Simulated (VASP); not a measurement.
Al2O3: single point with PBEsol

The system is Al2O3.

```xyz
10
Lattice="2.5077 1.4478 4.5578 -2.5077 1.4478 4.5578 0.0000 -2.8957 4.5578" Properties=species:S:1:pos:R:3 pbc="T T T"
Al    0.0000    0.0000   11.6502
Al    0.0000    0.0000    8.8598
Al    0.0000    0.0000    2.0232
Al    0.0000    0.0000    4.8135
O    -0.9737   -1.4478    5.6972
O     1.7407   -0.1193    5.6972
O    -0.7670    1.5672    5.6972
O     0.9737    1.4478    7.9761
O    -1.7407    0.1193    7.9761
O     0.7670   -1.5672    7.9761
```

```yaml
Program: VASP 6.6.1
Task: single point
Functional: PBEsol
Potentials_or_basis: VASP PAW PBE potentials, release 64 (Al, O)
Cutoff: 520 eV
k_mesh: 6 × 6 × 6
Occupations: gaussian, width 0.05 eV
Spin: no spin polarisation
Dipole_correction: no
Further_INCAR_settings: ALGO = Normal; EDIFF = 1e-06; NBANDS = 35
```

```yaml
Pressure: -26.8 GPa
Largest_force: 0.144 eV/Å
Band_gap_on_the_k_mesh: 4.31 eV
```

Forces in eV/Å, atoms in the order of the input:
```
Al   0.000  0.000  0.044
Al   0.000  0.000 -0.044
Al   0.000  0.000 -0.044
Al   0.000  0.000  0.044
O   -0.144  0.000  0.000
O    0.072 -0.125  0.000
O    0.072  0.125  0.000
O    0.144  0.000  0.000
O   -0.072  0.125  0.000
O   -0.072 -0.125  0.000
```

Stress tensor (GPa, compression positive):
```
-27.39   0.00   0.00
  0.00 -27.39   0.00
  0.00   0.00 -25.48
```

Levels at points of the mesh, in eV from the valence-band top:
```
           k point  band 22  band 23  band 24  band 25  band 26  band 27
(0.00, 0.00, 0.00)    -0.01    -0.01     0.00     4.31     7.81     8.81
(0.50, 0.00, 0.00)    -0.70    -0.18    -0.18     7.61     7.61     8.11
(0.50, 0.50, 0.00)    -0.75    -0.56    -0.17     7.75     8.17     8.60
(0.50, 0.50, 0.50)    -0.28    -0.28    -0.28     6.94     6.94     9.62
```

It took 63 s on 1 thread of Intel(R) Xeon(R) Platinum 8488C (Sapphire Rapids) (shared host), peak memory 0.26 GiB.

Caveat: the cell stands under tension; the PAW data sets were made with another functional, which shifts forces and pressure a little.
